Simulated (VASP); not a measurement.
# ZnSe (F-43m) in VASP: vibrations by perturbation theory with PBEsol

Aim: the vibrations by perturbation theory of ZnSe with PBEsol.

All numbers are computed with VASP 6.6.1; they aren't measurements. Logs are shortened: lines on timing, memory, paths and dates and some standing lists are left out, and cuts for length are marked.

### 1 The cell of the first run

The structure is cubic, space group F-43m (No. 216). The conventional cell has a = 5.633 Å, b = 5.633 Å, c = 5.633 Å, α = 90.00°, β = 90.00°, γ = 90.00°. Within 3.2 Å of Zn (site symmetry -43m) lie 4 Se at 2.44 Å. Se (site symmetry -43m) has 4 Zn at 2.44 Å within 3.2 Å.

### 2 Vibrations by perturbation theory, PBEsol

The input, INCAR:

```
ALGO     = Normal         # electronic algorithm
EDIFF    = 1E-8           # SCF threshold, eV
ENCUT    = 520            # plane-wave cutoff, eV
GGA      = PS             # functional
IBRION   = 8              # ionic algorithm
ISIF     = 2              # what is computed and relaxed
ISMEAR   = 0              # smearing method
LASPH    = T              # aspherical terms in the spheres
LCHARG   = T              # write CHGCAR
LEPSILON = T              # dielectric tensor by DFPT
LREAL    = F              # projectors in reciprocal space
LWAVE    = F              # write WAVECAR
NBANDS   = 16             # bands
NELM     = 80             # most SCF steps
NSW      = 1              # ionic steps
PREC     = Accurate       # precision mode
SIGMA    = 0.01           # smearing width, eV
```

The input, KPOINTS:

```
k-points
0
Gamma
  6 6 6
```

The input, POSCAR:

```
ZnSe
1.0
    0.0000000000      2.8166236567      2.8166236567
    2.8166236567      0.0000000000      2.8166236567
    2.8166236567      2.8166236567      0.0000000000
Zn Se
1 1
Direct
    0.0000000000      0.0000000000      0.0000000000
    0.7500000000      0.7500000000      0.7500000000
```

Potentials or basis: VASP PAW PBE potentials, release 64 (Zn, Se).

Started as:

```bash
> cat potpaw_PBE.64/Zn/POTCAR potpaw_PBE.64/Se/POTCAR > POTCAR
> mpirun -np 1 vasp_std > vasp.out
```

OUTCAR:

```text
EDIFF = 1E-8
   ENCUT = 520
   GGA = PS
   IBRION = 8
   ISIF = 2
   ISMEAR = 0
   LASPH = T
   LEPSILON = T
   LREAL = F
   NELM = 80
   NSW = 1
   PREC = Accurate

 ion  position               nearest neighbor table
   1  0.000  0.000  0.000-   2 2.44   2 2.44   2 2.44   2 2.44
   2  0.750  0.750  0.750-   1 2.44   1 2.44   1 2.44   1 2.44

  LATTYP: Found a face centered cubic cell.
 ALAT       =     5.6332473134

  Lattice vectors:

 A1 = (   0.0000000000,   2.8166236567,   2.8166236567)
 A2 = (   2.8166236567,   0.0000000000,   2.8166236567)
 A3 = (   2.8166236567,   2.8166236567,   0.0000000000)

Analysis of symmetry for initial positions (statically):
=====================================================================
 Subroutine PRICEL returns:
 Original cell was already a primitive cell.

 Routine SETGRP: Setting up the symmetry group for a
 face centered cubic supercell.

 Subroutine GETGRP returns: Found 24 space group operations
 (whereof 24 operations were pure point group operations)
 out of a pool of 48 trial point group operations.

The static configuration has the point symmetry T_d .

Analysis of symmetry for dynamics (positions and initial velocities):
=====================================================================
 Subroutine PRICEL returns:
 Original cell was already a primitive cell.

 Routine SETGRP: Setting up the symmetry group for a
 face centered cubic supercell.

 Subroutine GETGRP returns: Found 24 space group operations
 (whereof 24 operations were pure point group operations)
 out of a pool of 48 trial point group operations.

The dynamic configuration has the point symmetry T_d .

 Subroutine INISYM returns: Found 24 space group operations
 (whereof 24 operations are pure point group operations),
 and found     1 'primitive' translations

----------------------------------------------------------------------------------------

                                     Primitive cell

  volume of cell :      44.6906

  direct lattice vectors                    reciprocal lattice vectors
     0.000000000  2.816623657  2.816623657    -0.177517504  0.177517504  0.177517504
     2.816623657  0.000000000  2.816623657     0.177517504 -0.177517504  0.177517504
     2.816623657  2.816623657  0.000000000     0.177517504  0.177517504 -0.177517504

  length of vectors
     3.983307375  3.983307375  3.983307375     0.307469335  0.307469335  0.307469335

  position of ions in fractional coordinates (direct lattice)
     0.000000000  0.000000000  0.000000000
     0.750000000  0.750000000  0.750000000

  ion indices of the primitive-cell ions
   primitive index   ion index
                 1           1
                 2           2

----------------------------------------------------------------------------------------

 KPOINTS: k-points

Automatic generation of k-mesh.
 Grid dimensions read from file:
 generate k-points for:    6    6    6

 Generating k-lattice:

[... 441 lines left out ...]
 ------------------------------------------------------

 Free energy of the ion-electron system (eV)
  ---------------------------------------------------
  ---------------------------------------------------
  free energy    TOTEN  =        -1.10737684 eV

  energy without entropy =       -1.10737684

------------------------ aborting loop because EDIFF is reached ----------------------------------------

--------------------------------------- Ionic step        2  -------------------------------------------

------------------------ aborting loop because EDIFF is reached ----------------------------------------

--------------------------------------- Ionic step        3  -------------------------------------------

------------------------ aborting loop because EDIFF is reached ----------------------------------------

 PIEZOELECTRIC TENSOR FIELD DIRECTION 3  (e Angst)
 -----------------------------------------------------------------------------
    -0.00064  2.10539  0.00000           (  0.00000 -0.04125  0.00000)
     2.10539 -0.00064  0.00000           ( -0.04125  0.00000  0.00000)
     0.00000  0.00000 -0.00012           (  0.00000  0.00000 -0.00000)

 PIEZOELECTRIC TENSOR FIELD DIRECTION 3  (C/m^2)
 -----------------------------------------------------------------------------
    -0.00023  0.75479  0.00000
     0.75479 -0.00023  0.00000
     0.00000  0.00000 -0.00004

--------------------------------------- Ionic step        4  -------------------------------------------

------------------------ aborting loop because EDIFF is reached ----------------------------------------

[... ionic steps 5 to 6 ...]

--------------------------------------- Ionic step        7  -------------------------------------------

 Free energy of the ion-electron system (eV)
  ---------------------------------------------------
  ---------------------------------------------------
  free energy    TOTEN  =        -0.08226404 eV

  energy without entropy =       -0.08226404

------------------------ aborting loop because EDIFF is reached ----------------------------------------

 INTERNAL STRAIN TENSOR  FOR ION    2  DIRECTION 1   (eV/Angst):
 -----------------------------------------------------------------------------
    -0.02760  0.00000  0.00000
     0.00000  0.02354  5.64732
     0.00000  5.64732  0.02354

 MACROSCOPIC STATIC DIELECTRIC TENSOR (including local field effects in DFT)
 ------------------------------------------------------
           9.425843     0.000000     0.000000
           0.000000     9.425843     0.000000
           0.000000    -0.000000     9.425843
 ------------------------------------------------------

 PIEZOELECTRIC TENSOR (including local field effects)  for field in x, y, z        (e  Angst)
          XX          YY          ZZ          XY          YZ          ZX
  --------------------------------------------------------------------------------
  x     0.00000    -0.00000    -0.00000     0.00000     2.13058     0.00000
  y    -0.00000    -0.00000     0.00000    -0.00000    -0.00000     2.13058
  z     0.00000    -0.00000     0.00000     2.13058    -0.00000     0.00000

 PIEZOELECTRIC TENSOR (including local field effects)  for field in x, y, z        (C/m^2)
          XX          YY          ZZ          XY          YZ          ZX
  --------------------------------------------------------------------------------
  x     0.00000    -0.00000    -0.00000     0.00000     0.76382     0.00000
  y    -0.00000    -0.00000     0.00000    -0.00000    -0.00000     0.76382
  z     0.00000    -0.00000     0.00000     0.76382    -0.00000     0.00000

 BORN EFFECTIVE CHARGES (including local field effects) (in |e|, cummulative output)
 ---------------------------------------------------------------------------------
 ion    1
    1     2.16807    -0.00000    -0.00000
    2     0.00000     2.16807    -0.00000
    3    -0.00000     0.00000     2.16807
 ion    2
    1    -2.16807     0.00000     0.00000
    2    -0.00000    -2.16807     0.00000
    3     0.00000    -0.00000    -2.16807

 INTERNAL STRAIN TENSOR FOR ION    2 for displacements in x,y,z  (eV/Angst):
          X           Y           Z          XY          YZ          ZX
  --------------------------------------------------------------------------------
  x     0.00000     0.00000     0.00000     0.00000     5.64732     0.00000
  y     0.00000     0.00000     0.00000     0.00000     0.00000     5.64732
  z     0.00000     0.00000     0.00000     5.64732     0.00000     0.00000

 SECOND DERIVATIVES (NOT SYMMETRIZED)
 ------------------------------------
               1X          1Y          1Z          2X          2Y          2Z
  1X    -5.796327    0.000000    0.000000    5.796327    0.000000    0.000000
  1Y     0.000000   -5.796327    0.000000    0.000000    5.796327    0.000000
  1Z     0.000000    0.000000   -5.796327    0.000000    0.000000    5.796327
  2X     5.823666    0.000000    0.000000   -5.823666    0.000000    0.000000
  2Y     0.000000    5.823666    0.000000    0.000000   -5.823666    0.000000
  2Z     0.000000    0.000000    5.823666    0.000000    0.000000   -5.823666

 Eigenvectors and eigenvalues of the dynamical matrix
 ----------------------------------------------------

   1 f  =    6.299993 THz    39.584024 2PiTHz  210.145151 cm-1    26.054666 meV
             X         Y         Z           dx          dy          dz
      0.000000  0.000000  0.000000    -0.000000    0.738808    0.000000
      4.224935  4.224935  4.224935     0.000000   -0.673916   -0.000000
[... 21 lines left out ...]
   6 f/i=    0.007380 THz     0.046371 2PiTHz    0.246174 cm-1     0.030522 meV
             X         Y         Z           dx          dy          dz
      0.000000  0.000000  0.000000     0.219902    0.505943    0.387076
      4.224935  4.224935  4.224935     0.241077    0.554661    0.424348

--------------------------------------------------------------------------------------------------------

 MACROSCOPIC STATIC DIELECTRIC TENSOR IONIC CONTRIBUTION
 ------------------------------------------------------
           3.275800     0.000000    -0.000000
           0.000000     3.275800    -0.000000
          -0.000000    -0.000000     3.275800
 ------------------------------------------------------

 ELASTIC MODULI CONTR FROM IONIC RELAXATION (kBar)
 Direction    XX          YY          ZZ          XY          YZ          ZX
 --------------------------------------------------------------------------------
 XX          -0.0000     -0.0000     -0.0000     -0.0000      0.0000     -0.0000
 YY          -0.0000     -0.0000     -0.0000     -0.0000     -0.0000      0.0000
 ZZ          -0.0000     -0.0000     -0.0000      0.0000     -0.0000     -0.0000
 XY          -0.0000     -0.0000      0.0000   -197.3298      0.0000      0.0000
 YZ           0.0000     -0.0000     -0.0000      0.0000   -197.3298      0.0000
 ZX          -0.0000      0.0000     -0.0000      0.0000      0.0000   -197.3298
 --------------------------------------------------------------------------------

 PIEZOELECTRIC TENSOR IONIC CONTR  for field in x, y, z        (C/m^2)
          XX          YY          ZZ          XY          YZ          ZX
  --------------------------------------------------------------------------------
  x     0.00000    -0.00000    -0.00000     0.00000    -0.75653     0.00000
  y    -0.00000     0.00000    -0.00000     0.00000    -0.00000    -0.75653
  z    -0.00000    -0.00000     0.00000    -0.75653     0.00000     0.00000
```

It took 2.4 min on 1 thread of Intel Xeon 6975P-C (Granite Rapids), shared host; peak memory 0.24 GiB.

Results:

```yaml
Electronic_dielectric_tensor_diagonal: 9.43
Born_charges_mean_of_the_diagonal: Zn +2.17; Se -2.17 e
Highest_phonon_frequency_at_Γ_LO-TO_splitting_left_out: 210 cm⁻¹
```

Phonon frequencies in cm⁻¹ (negative: imaginary):
| q point | frequencies |
| --- | --- |
| (0.000, 0.000, 0.000) | 0 0 0 210 210 210 |

Electronic dielectric tensor:
```
9.43 0.00 0.00
0.00 9.43 0.00
0.00 0.00 9.43
```

Born effective charge tensors (e):
atom 1, Zn
```
2.17 0.00 0.00
0.00 2.17 0.00
0.00 0.00 2.17
```
atom 2, Se
```
-2.17  0.00  0.00
 0.00 -2.17  0.00
 0.00  0.00 -2.17
```
